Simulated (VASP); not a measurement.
Lu3SnC, 5 atoms in the cell. Symmetry: Pm-3m, No. 221, cubic system. The conventional cell has a = 4.728 Å, b = 4.728 Å, c = 4.728 Å, α = 90.00°, β = 90.00°, γ = 90.00°. Lu (site symmetry 4/mmm) has 2 C at 2.36 Å within 3.1 Å. Sn (site symmetry m-3m) has 12 Lu at 3.34 Å and 8 C at 4.09 Å within 4.4 Å. C (site symmetry m-3m) has 6 Lu at 2.36 Å within 3.1 Å. 

```yaml
Program: VASP 6.6.1
Task: single point
Functional: r2SCAN
Potentials_or_basis: VASP PAW PBE potentials, release 64 (Lu, Sn_d, C)
Cutoff: 520 eV
k_mesh: 6 × 6 × 6
Occupations: methfessel-paxton, width 0.1 eV
Spin: no spin polarisation
Dipole_correction: no
Further_INCAR_settings: ALGO = Normal; EDIFF = 1e-06; NBANDS = 54
```

Potentials or basis: VASP PAW PBE potentials, release 64 (Lu, Sn_d, C).

Run with:

```console
$ cat potpaw_PBE.64/Lu/POTCAR potpaw_PBE.64/Sn_d/POTCAR potpaw_PBE.64/C/POTCAR > POTCAR
$ cp INCAR.step1 INCAR
$ mpirun -np 1 vasp_std > vasp.out
$ cp INCAR.step2 INCAR
$ mpirun -np 1 vasp_std > vasp.out
```

Hardware: 1 thread of Intel Xeon 8259CL, with other jobs on the host.

**Question.** How long does it take, and how much memory?

**Answer.** It took 9.5 min on 1 thread of Intel Xeon 8259CL, with other jobs on the host, peak memory 0.29 GiB. Counts: k points 20.
